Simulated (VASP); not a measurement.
# SiC (P6_3mc) in VASP: single point with HSE06

Aim: the single point of SiC with HSE06.

Everything below comes from runs of VASP 6.6.1. Logs are shortened: lines on timing, memory, paths and dates and some standing lists are left out, and cuts for length are marked.

### 1 The cell of the first run

Symmetry: P6_3mc, No. 186, hexagonal system. The conventional cell has a = 3.075 Å, b = 3.075 Å, c = 5.048 Å, α = 90.00°, β = 90.00°, γ = 120.00°. Si (site symmetry 3m) has 4 C at 1.88 to 1.90 Å within 2.5 Å. Within 2.5 Å of C (site symmetry 3m) lie 4 Si at 1.88 to 1.90 Å.

### 2 Single point, HSE06

The input, POSCAR:

```
SiC
1.0
    3.0753562433      0.0000000000      0.0000000000
   -1.5376781217      2.6633366324      0.0000000000
    0.0000000000      0.0000000000      5.0481080951
Si C
2 2
Direct
    0.3333333333      0.6666666667     -0.0004084047
    0.6666666667      0.3333333333      0.4995915953
    0.3333333333      0.6666666667      0.3754084047
    0.6666666667      0.3333333333      0.8754084047
```

The input, INCAR.step1:

```
SYSTEM = SiC
  PREC = Accurate
  ENCUT = 520
  EDIFF = 1E-5
  ISMEAR = 0
  SIGMA = 0.01
  LREAL = .False.
  LASPH = .True.
  NELM = 60
  ALGO = Normal
  ISIF = 2
  LWAVE = .True.
  LCHARG = .False.
  NBANDS = 16
  GGA = PE
```

The input, INCAR.step2:

```
SYSTEM = SiC
  PREC = Accurate
  ENCUT = 520
  EDIFF = 1E-6
  ISMEAR = 0
  SIGMA = 0.01
  LREAL = .False.
  LASPH = .True.
  NELM = 60
  ALGO = Normal
  ISIF = 2
  LWAVE = .False.
  LCHARG = .False.
  GGA = PE
  LHFCALC = .True.
  HFSCREEN = 0.2079
  PRECFOCK = Normal
  NBANDS = 16
  ISTART = 1
```

The input, KPOINTS:

```
regular mesh
0
Gamma
  6 6 4
  0 0 0
```

Potentials or basis: VASP PAW PBE potentials, release 64 (Si, C).

Run with:

```bash
cat potpaw_PBE.64/Si/POTCAR potpaw_PBE.64/C/POTCAR > POTCAR
cp INCAR.step1 INCAR
mpirun -np 1 vasp_std > vasp.out
cp INCAR.step2 INCAR
mpirun -np 1 vasp_std > vasp.out
```

OUTCAR:

```text
SYSTEM = SiC
   PREC = Accurate
   ENCUT = 520
   EDIFF = 1E-6
   ISMEAR = 0
   LREAL = .False.
   LASPH = .True.
   NELM = 60
   ISIF = 2
   GGA = PE
   LHFCALC = .True.
   HFSCREEN = 0.2079
   PRECFOCK = Normal
   ISTART = 1

 ion  position               nearest neighbor table
   1  0.333  0.667  1.000-   4 1.88   4 1.88   4 1.88   3 1.90   2 3.09   2 3.09   2 3.09   2 3.09
                             2 3.09   2 3.09
   2  0.667  0.333  0.500-   3 1.88   3 1.88   3 1.88   4 1.90   1 3.09   1 3.09   1 3.09   1 3.09
                             1 3.09   1 3.09
   3  0.333  0.667  0.375-   2 1.88   2 1.88   2 1.88   1 1.90
   4  0.667  0.333  0.875-   1 1.88   1 1.88   1 1.88   2 1.90

  LATTYP: Found a hexagonal cell.
 ALAT       =     3.0753562433
 C/A-ratio  =     1.6414710023

  Lattice vectors:

 A1 = (   3.0753562433,   0.0000000000,   0.0000000000)
 A2 = (  -1.5376781217,   2.6633366324,   0.0000000000)
 A3 = (   0.0000000000,   0.0000000000,   5.0481080951)

Analysis of symmetry for initial positions (statically):
=====================================================================
 Subroutine PRICEL returns:
 Original cell was already a primitive cell.

 Routine SETGRP: Setting up the symmetry group for a
 hexagonal supercell.

 Subroutine GETGRP returns: Found 12 space group operations
 (whereof  6 operations were pure point group operations)
 out of a pool of 24 trial point group operations.

The static configuration has the point symmetry C_3v.
 The point group associated with its full space group is C_6v.

Analysis of symmetry for dynamics (positions and initial velocities):
=====================================================================
 Subroutine PRICEL returns:
 Original cell was already a primitive cell.

 Routine SETGRP: Setting up the symmetry group for a
 hexagonal supercell.

 Subroutine GETGRP returns: Found 12 space group operations
 (whereof  6 operations were pure point group operations)
 out of a pool of 24 trial point group operations.

The dynamic configuration has the point symmetry C_3v.
 The point group associated with its full space group is C_6v.

 Subroutine INISYM returns: Found 12 space group operations
 (whereof  6 operations are pure point group operations),
 and found     1 'primitive' translations

[... 103 lines left out ...]
   TEBEG  =    0.0;   TEEND  =   0.0 temperature during run
   PSTRESS=    0.0 pullay stress
   NELECT =      16.0000    total number of electrons
   NUPDOWN=      -1.0000    fix difference up-down
   EMIN   =  10.00;   EMAX   =-10.00  energy-range for DOS
   EFERMI =   0.00;   METHOD = LEGACY
   ISMEAR =     0;   SIGMA  =   0.01  broadening in eV -4-tet -1-fermi 0-gaus
   EFERMI_NEDOS =   21; number of points for ismear=-14 and -15
   IALGO  =     38    algorithm
   IMIX   =      1    mixing-type and parameters
     AMIX     =   0.40;   BMIX     =  1.00
     AMIX_MAG =   1.60;   BMIX_MAG =  1.00
  volume/ion in A,a.u.               =      10.34        69.76
  Fermi-wavevector in a.u.,A,eV,Ry     =   1.192975  2.254396 19.363676  1.423190
  Thomas-Fermi vector in A             =   2.329001
   LORBIT       =      0    0 simple, 1 ext, 2 COOP (PROOUT), +10 PAW based schemes
   GGA     = PE    functional components
   LHFCALC =     T    Hartree Fock is set to
   PRECFOCK=normal    Normal, Fast or Accurate (Low or Medium for compatibility)
   ENCUT4O =  -1.0   cutoff for four orbital integrals eV
   NKREDX  =     1    reduce k-point grid by
   NKREDY  =     1    reduce k-point grid by
   NKREDZ  =     1    reduce k-point grid by
   AEXX    =    0.2500 exact exchange contribution
   HFSCREEN=    0.2079 screening length (either q_TF or 0.3 A-1)
   HFSCREENC=   0.2079 screening length for correlation (either q_TF or 0.3 A-1)
   ENCUTFOCK=  -1.0 apply spherical cutoff to Coloumb kernel
   IVDW    =     0    specifies the selected vdW correction
   LEPSILON=     F    determine dielectric tensor
   LRPA    =     F    only Hartree local field effects (RPA)
 non-spin polarized calculation
 Gauss-broadening in eV      SIGMA  =   0.01
  energy-cutoff  :      520.00
  volume of cell :       41.35
 maximum number of plane-waves:      1124
 NGX is ok and might be reduce to    24
  NGX = 18; NGY = 18; NGZ = 30

 number of electron      16.0000000 magnetization

 Free energy of the ion-electron system (eV)
  ---------------------------------------------------
  ext. energy  EPLUGINS =         0.00000000
  ---------------------------------------------------
  free energy    TOTEN  =       -34.83016354 eV

  energy without entropy =      -34.83016354  energy(sigma->0) =      -34.83016354

 E-fermi :   7.7956     XC(G=0):  -9.3520

 val. band max:        7.6703197541   @ k =   0.0000   0.0000   0.0000
 cond. band min:      10.8329716422   @ k =   0.3333   0.3333   0.0000
 fundamental gap:      3.1626518882
 Fermi energy:         7.7955533691

 k-point     1 :       0.0000    0.0000    0.0000
  band No.  band energies     occupation
      1      -9.5067      2.00000
      2      -5.6589      2.00000
      3      -1.8679      2.00000
      4       6.2092      2.00000
      5       6.2092      2.00000
      6       7.5529      2.00000
[... 376 lines left out ...]
      3      -0.8190      2.00000
      4      -0.8190      2.00000
      5       1.5280      2.00000
      6       1.5280      2.00000
[... 8 lines left out ...]
     15      20.7026      0.00000
     16      20.7026      0.00000

------------------------ aborting loop because EDIFF is reached ----------------------------------------

  FORCE on cell =-STRESS in cart. coord.  units (eV):
  Direction    XX          YY          ZZ          XY          YZ          ZX
  --------------------------------------------------------------------------------------
  -------------------------------------------------------------------------------------
  Total       -0.3627560     -0.3627560     -0.4792823      0.0000000      0.0000000      0.0000000
  in kB      -14.0564310    -14.0564310    -18.5717085      0.0000000      0.0000000      0.0000000
  external PRESSURE =     -15.5615235 kB  Pullay stress =       0.0000000 kB

 VOLUME and BASIS-vectors are now :
 -----------------------------------------------------------------------------
  energy-cutoff  :      520.00
  volume of cell :       41.35
      direct lattice vectors                 reciprocal lattice vectors
     3.075356243  0.000000000  0.000000000     0.325165581  0.187734436  0.000000000
    -1.537678122  2.663336632  0.000000000     0.000000000  0.375468872  0.000000000
     0.000000000  0.000000000  5.048108095     0.000000000  0.000000000  0.198094015

 POSITION                                       TOTAL-FORCE (eV/Angst)
 -----------------------------------------------------------------------------------
     -0.00000      1.77556      5.04605        -0.000000      0.000000     -0.017908
      1.53768      0.88778      2.52199         0.000000     -0.000000     -0.017908
     -0.00000      1.77556      1.89510         0.000000      0.000000      0.017908
      1.53768      0.88778      4.41916        -0.000000      0.000000      0.017908
 -----------------------------------------------------------------------------------
    total drift:                                0.000000     -0.000000     -0.000084

  FREE ENERGIE OF THE ION-ELECTRON SYSTEM (eV)
  ---------------------------------------------------
  free  energy   TOTEN  =       -34.8301635394 eV

  energy  without entropy=      -34.8301635394  energy(sigma->0) =      -34.83016354
```

OUTCAR.step1:

```text
SYSTEM = SiC
   PREC = Accurate
   ENCUT = 520
   EDIFF = 1E-5
   ISMEAR = 0
   LREAL = .False.
   LASPH = .True.
   NELM = 60
[... 626 lines left out ...]
      1.53768      0.88778      2.52199        -0.000000     -0.000000     -0.004220
     -0.00000      1.77556      1.89510         0.000000     -0.000000      0.004220
      1.53768      0.88778      4.41916        -0.000000      0.000000      0.004220
 -----------------------------------------------------------------------------------
    total drift:                               -0.000000      0.000000      0.000066

  FREE ENERGIE OF THE ION-ELECTRON SYSTEM (eV)
  ---------------------------------------------------
  free  energy   TOTEN  =       -30.0926508340 eV

  energy  without entropy=      -30.0926508340  energy(sigma->0) =      -30.09265083
```

Wall time 12 min (1 thread of Intel Xeon 6975P-C (Granite Rapids), shared host); peak memory 0.26 GiB.

What came out:

```yaml
Free_energy: -34.8302 eV
Pressure: -1.6 GPa
Largest_force: 0.018 eV/Å
Band_gap_on_the_k_mesh: 3.16 eV (least direct gap 5.06 eV)
```

Forces on the atoms (eV/Å):
```
Si   0.000  0.000 -0.018
Si   0.000  0.000 -0.018
C    0.000  0.000  0.018
C    0.000  0.000  0.018
```

Levels at points of the mesh, in eV from the valence-band top:
```csv
k point,band 4,band 5,band 6,band 7,band 8,band 9,band 10,band 11,band 12,band 13
"(0.00, 0.00, 0.00)",-1.46,-1.46,-0.12,0.00,0.00,5.97,7.48,7.89,7.89,9.07
"(0.50, 0.00, 0.00)",-6.92,-5.94,-3.66,-3.52,-1.33,3.74,5.26,8.12,8.36,11.54
"(0.00, 0.00, 0.50)",-4.87,-0.79,-0.79,-0.79,-0.79,7.12,7.12,8.62,8.62,8.62
"(0.50, 0.00, 0.50)",-9.06,-2.69,-2.69,-2.55,-2.55,4.28,4.28,6.37,6.37,11.88
```

Caveat: the PAW data sets were made with another functional, which shifts forces and pressure a little. A k mesh can miss the band edges.
